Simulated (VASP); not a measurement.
# Ge (Pm-3m) in VASP: settings compared

Ge is run at these levels: PBE, PBE+D3(BJ); tasks: single point.

All numbers are computed with VASP 6.6.1; they aren't measurements. Logs are shortened: lines on timing, memory, paths and dates and some standing lists are left out, and cuts for length are marked.

### 1 The cell of the first run

The structure is cubic, space group Pm-3m (No. 221). Conventional cell: a = 2.704 Å, b = 2.704 Å, c = 2.704 Å, α = 90.00°, β = 90.00°, γ = 90.00°. Within 3.6 Å of Ge (site symmetry m-3m) lie 6 Ge at 2.70 Å.

This isn't the form of Ge at room conditions, which is diamond.

### 2 Single point, PBE

INCAR reads:

```
ALGO = Normal
EDIFF = 1E-6
ENCUT = 520
GGA = PE
ISIF = 2
ISMEAR = -1
LASPH = True
LCHARG = True
LELF = True
LREAL = False
LVHAR = True
LWAVE = False
NBANDS = 13
NELM = 60
PREC = Accurate
SIGMA = 0.05
```

KPOINTS reads:

```
k-points
0
Gamma
  10 10 10
```

POSCAR reads:

```
Ge
1.0
    2.7040397971      0.0000000000      0.0000000000
    0.0000000000      2.7040397971      0.0000000000
    0.0000000000      0.0000000000      2.7040397971
Ge
1
Direct
    0.0000000000      0.0000000000      0.0000000000
```

Potentials or basis: VASP PAW PBE potentials, release 64 (Ge_d).

Command:

```console
$ cat potpaw_PBE.64/Ge_d/POTCAR > POTCAR
$ mpirun -np 1 vasp_std > vasp.out
```

OUTCAR:

```text
EDIFF = 1E-6
   ENCUT = 520
   GGA = PE
   ISIF = 2
   ISMEAR = -1
   LASPH = True
   LREAL = False
   NELM = 60
   PREC = Accurate

 ion  position               nearest neighbor table
   1  0.000  0.000  0.000-

  LATTYP: Found a simple cubic cell.
 ALAT       =     2.7040397971

  Lattice vectors:

 A1 = (   2.7040397971,   0.0000000000,   0.0000000000)
 A2 = (   0.0000000000,   2.7040397971,   0.0000000000)
 A3 = (   0.0000000000,   0.0000000000,   2.7040397971)

Analysis of symmetry for initial positions (statically):
=====================================================================
 Subroutine PRICEL returns:
 Original cell was already a primitive cell.

 Routine SETGRP: Setting up the symmetry group for a
 simple cubic supercell.

 Subroutine GETGRP returns: Found 48 space group operations
 (whereof 48 operations were pure point group operations)
 out of a pool of 48 trial point group operations.

The static configuration has the point symmetry O_h .

Analysis of symmetry for dynamics (positions and initial velocities):
=====================================================================
 Subroutine PRICEL returns:
 Original cell was already a primitive cell.

 Routine SETGRP: Setting up the symmetry group for a
 simple cubic supercell.

 Subroutine GETGRP returns: Found 48 space group operations
 (whereof 48 operations were pure point group operations)
 out of a pool of 48 trial point group operations.

The dynamic configuration has the point symmetry O_h .

 Subroutine INISYM returns: Found 48 space group operations
 (whereof 48 operations are pure point group operations),
 and found     1 'primitive' translations

----------------------------------------------------------------------------------------

                                     Primitive cell

  volume of cell :      19.7715

  direct lattice vectors                    reciprocal lattice vectors
     2.704039797  0.000000000  0.000000000     0.369817042  0.000000000  0.000000000
     0.000000000  2.704039797  0.000000000     0.000000000  0.369817042  0.000000000
     0.000000000  0.000000000  2.704039797     0.000000000  0.000000000  0.369817042

  length of vectors
     2.704039797  2.704039797  2.704039797     0.369817042  0.369817042  0.369817042

  position of ions in fractional coordinates (direct lattice)
     0.000000000  0.000000000  0.000000000

  ion indices of the primitive-cell ions
   primitive index   ion index
[... 74 lines left out ...]
   LREAL  =      F    real-space projection
   EDIFFG = 0.1E-04   stopping-criterion for IOM
   NSW    =      0    number of steps for IOM
   IBRION =     -1    ionic relax: 0-MD 1-quasi-New 2-CG
   NFREE  =      0    steps in history (QN), initial steepest desc. (CG)
   ISIF   =      2    stress and relaxation
   ISYM   =      2    0-nonsym 1-usesym 2-fastsym
   POTIM  = 0.5000    time-step for ionic-motion
   TEBEG  =    0.0;   TEEND  =   0.0 temperature during run
   PSTRESS=    0.0 pullay stress
   NELECT =      14.0000    total number of electrons
   NUPDOWN=      -1.0000    fix difference up-down
   EMIN   =  10.00;   EMAX   =-10.00  energy-range for DOS
   EFERMI =   0.00;   METHOD = LEGACY
   ISMEAR =    -1;   SIGMA  =   0.05  broadening in eV -4-tet -1-fermi 0-gaus
   EFERMI_NEDOS =   21; number of points for ismear=-14 and -15
   IALGO  =     38    algorithm
   IMIX   =      4    mixing-type and parameters
     AMIX     =   0.40;   BMIX     =  1.00
     AMIX_MAG =   1.60;   BMIX_MAG =  1.00
  volume/ion in A,a.u.               =      19.77       133.42
  Fermi-wavevector in a.u.,A,eV,Ry     =   1.459165  2.757422 28.969018  2.129163
  Thomas-Fermi vector in A             =   2.575764
   LORBIT       =      0    0 simple, 1 ext, 2 COOP (PROOUT), +10 PAW based schemes
   GGA     = PE    functional components
[... 5 lines left out ...]
 non-spin polarized calculation
  energy-cutoff  :      520.00
  volume of cell :       19.77
 maximum number of plane-waves:       554
   NGX = 11   NGY = 11   NGZ = 11

 number of electron      13.9999964 magnetization

 Free energy of the ion-electron system (eV)
  ---------------------------------------------------
  ext. energy  EPLUGINS =         0.00000000
  ---------------------------------------------------
  free energy    TOTEN  =        -4.30369285 eV

  energy without entropy =       -4.30077162  energy(sigma->0) =       -4.30223224

 E-fermi :   5.9965     XC(G=0): -10.9443

 val. band max:        5.9535710066   @ k =   0.3000   0.3000   0.2000
 cond. band min:       6.0995612285   @ k =   0.4000   0.4000   0.3000
 fundamental gap:      0.1459902219
 Fermi energy:         5.9965230689

 k-point     1 :       0.0000    0.0000    0.0000
  band No.  band energies     occupation
      1     -18.6903      2.00000
      2     -18.6903      2.00000
      3     -18.4422      2.00000
      4     -18.4422      2.00000
      5     -18.4422      2.00000
      6      -6.7969      2.00000
      7      12.6167      0.00000
      8      12.6167      0.00000
      9      12.6167      0.00000
     10      16.0389      0.00000
     11      16.0389      0.00000
     12      18.5064      0.00000
     13      34.6932      0.00000
[... 354 lines left out ...]
  band No.  band energies     occupation
      1     -18.6530      2.00000
      2     -18.5501      2.00000
      3     -18.4926      2.00000
      4     -18.4914      2.00000
      5     -18.4510      2.00000
      6      -4.6714      2.00000
      7       4.4111      2.00000
      8      11.7722      0.00000
      9      12.4586      0.00000
     10      20.3550      0.00000
     11      20.6110      0.00000
     12      22.1669      0.00000
     13      23.5864      0.00000

 [... further k-points ...]

------------------------ aborting loop because EDIFF is reached ----------------------------------------

  FORCE on cell =-STRESS in cart. coord.  units (eV):
  Direction    XX          YY          ZZ          XY          YZ          ZX
  --------------------------------------------------------------------------------------
  -------------------------------------------------------------------------------------
  Total       -0.0114282     -0.0114282     -0.0114282      0.0000000     -0.0000000     -0.0000000
  in kB       -0.9260834     -0.9260834     -0.9260834      0.0000000     -0.0000000     -0.0000000
  external PRESSURE =      -0.9260834 kB  Pullay stress =       0.0000000 kB

 VOLUME and BASIS-vectors are now :
 -----------------------------------------------------------------------------
  energy-cutoff  :      520.00
  volume of cell :       19.77
      direct lattice vectors                 reciprocal lattice vectors
     2.704039797  0.000000000  0.000000000     0.369817042  0.000000000  0.000000000
     0.000000000  2.704039797  0.000000000     0.000000000  0.369817042  0.000000000
     0.000000000  0.000000000  2.704039797     0.000000000  0.000000000  0.369817042

 POSITION                                       TOTAL-FORCE (eV/Angst)
 -----------------------------------------------------------------------------------
      0.00000      0.00000      0.00000         0.000000      0.000000      0.000000
 -----------------------------------------------------------------------------------
    total drift:                                0.000000      0.000000      0.000000

  FREE ENERGIE OF THE ION-ELECTRON SYSTEM (eV)
  ---------------------------------------------------
  free  energy   TOTEN  =        -4.3036928542 eV

  energy  without entropy=       -4.3007716244  energy(sigma->0) =       -4.30223224
```

stdout:

```text
POSCAR found type information on POSCAR Ge
 POSCAR found :  1 types and       1 ions
 scaLAPACK will be used
 LDA part: xc-table for (Slater+PW92), standard interpolation
 POSCAR, INCAR and KPOINTS ok, starting setup
 FFT: planning ... GRIDC
 FFT: planning ... GRID_SOFT
 FFT: planning ... GRID
 WAVECAR not read
 entering main loop
```

Run time: 7.5 s. Hardware: 1 thread of Intel Xeon 8259CL, shared host; peak memory 0.13 GiB.

Results:

```yaml
Free_energy: -4.3037 eV
Pressure: -0.1 GPa
Band_gap_on_the_k_mesh: zero (bands 7 and 8 overlap by 9.17 eV)
```

Levels at points of the mesh, in eV from the Fermi level:
```tsv
k point	band 4	band 5	band 6	band 7	band 8	band 9	band 10	band 11
(0.00, 0.00, 0.00)	-24.44	-24.44	-12.79	6.62	6.62	6.62	10.04	10.04
(0.50, 0.00, 0.00)	-24.49	-24.43	-9.05	-5.62	9.50	9.50	13.27	15.24
(0.50, 0.50, 0.00)	-24.50	-24.36	-5.08	-2.55	-2.55	3.17	12.32	19.39
(0.50, 0.50, 0.50)	-24.36	-24.36	-0.49	0.33	0.33	0.33	6.89	6.89
```

### 3 Single point, PBE+D3(BJ)

This run uses another cell than the first one, of 19.01 Å³/atom.

INCAR reads:

```
ALGO = Normal
EDIFF = 1E-6
ENCUT = 520
GGA = PE
ISIF = 2
ISMEAR = -1
IVDW = 12
LASPH = T
LCHARG = F
LREAL = F
LWAVE = F
NBANDS = 13
NELM = 80
PREC = Accurate
SIGMA = 0.05
```

KPOINTS is that of step 2.

POSCAR reads:

```
Ge
1.0
    2.6690151087      0.0000000000      0.0000000000
    0.0000000000      2.6690151087      0.0000000000
    0.0000000000      0.0000000000      2.6690151087
Ge
1
Direct
    0.0000000000      0.0000000000      0.0000000000
```

Potentials or basis: VASP PAW PBE potentials, release 64 (Ge_d).

Command:

```console
$ cat potpaw_PBE.64/Ge_d/POTCAR > POTCAR
$ mpirun -np 1 vasp_std > vasp.out
```

It took 7.1 s on 1 thread of Intel Xeon 8259CL, shared host; peak memory 0.14 GiB.

The run converged. Its results:

| Property | Result |
| --- | --- |
| Free energy | -4.6483 eV |
| Pressure | -0.1 GPa |
| Band gap on the k mesh | zero (bands 7 and 8 overlap by 9.51 eV) |
| Dispersion energy per atom | -0.352 eV |

Levels at points of the mesh, in eV from the Fermi level:
```csv
k point,band 3,band 4,band 5,band 6,band 7,band 8,band 9,band 10,band 11,band 12
"(0.00, 0.00, 0.00)",-24.43,-24.43,-24.43,-13.10,6.85,6.85,6.85,10.21,10.21,12.94
"(0.50, 0.00, 0.00)",-24.50,-24.49,-24.42,-9.16,-5.86,9.89,9.89,13.55,15.55,16.66
"(0.50, 0.50, 0.00)",-24.49,-24.49,-24.35,-4.97,-2.66,-2.66,3.10,12.90,19.76,19.76
"(0.50, 0.50, 0.50)",-24.59,-24.34,-24.34,-0.08,0.35,0.35,0.35,6.93,6.93,6.93
```

### 4 Single point, PBE+D3(BJ)

This run uses another cell than the first one, of 19.09 Å³/atom.

INCAR reads:

```
SYSTEM = Ge
PREC = Accurate
ENCUT = 520
EDIFF = 1E-6
ISMEAR = -1
SIGMA = 0.05
LREAL = .FALSE.
LASPH = .TRUE.
NELM = 60
ALGO = Normal
ISIF = 2
LWAVE = .FALSE.
LCHARG = .FALSE.
GGA = PE
IVDW = 12
NBANDS = 13
```

KPOINTS reads:

```
regular mesh
0
G
  10 10 10
  0 0 0
```

POSCAR reads:

```
Ge
1.0
    2.6727932980      0.0000000000      0.0000000000
    0.0000000000      2.6727932980      0.0000000000
    0.0000000000      0.0000000000      2.6727932980
Ge
1
Direct
    0.0000000000      0.0000000000      0.0000000000
```

Command:

```console
$ cat potpaw_PBE.64/Ge_d/POTCAR > POTCAR
$ mpirun -np 1 vasp_std > vasp.out
```

Run time: 7.2 s. Hardware: 1 thread of Intel Xeon 8259CL, shared host; peak memory 0.14 GiB.

The run converged. Its results:

```
Free energy                : -4.6483 eV
Pressure                   : -0.4 GPa
Band gap on the k mesh     : zero (bands 7 and 8 overlap by 9.47 eV)
Dispersion energy per atom : -0.350 eV
```

Levels at points of the mesh, in eV from the Fermi level:
```tsv
k point	band 4	band 5	band 6	band 7	band 8	band 9	band 10	band 11
(0.00, 0.00, 0.00)	-24.43	-24.43	-13.06	6.83	6.83	6.83	10.19	10.19
(0.50, 0.00, 0.00)	-24.49	-24.42	-9.15	-5.83	9.85	9.85	13.52	15.52
(0.50, 0.50, 0.00)	-24.49	-24.35	-4.99	-2.64	-2.64	3.11	12.83	19.72
(0.50, 0.50, 0.50)	-24.34	-24.34	-0.12	0.35	0.35	0.35	6.93	6.93
```

Caveat: three body term missing.

### 5 The runs side by side

```csv
level,cell,gap on the mesh (eV),pressure (GPa)
PBE,"a = 2.704 Å, 1 atom",none,-0.1
PBE+D3(BJ),"a = 2.669 Å, 1 atom",none,-0.1
PBE+D3(BJ),"a = 2.673 Å, 1 atom",none,-0.4
```

Alike in all rows: task single point; potentials or basis VASP PAW PBE potentials, release 64 (Ge_d); no spin polarisation; k mesh 10 × 10 × 10; cutoff (eV) 520; smearing fermi-dirac 0.05 eV.

Caveats: three body term missing (at least some runs).

Absolute energies hang on the potentials; compare differences alone.

The gap in the log of VASP goes by the Fermi energy; the results here count the filled bands.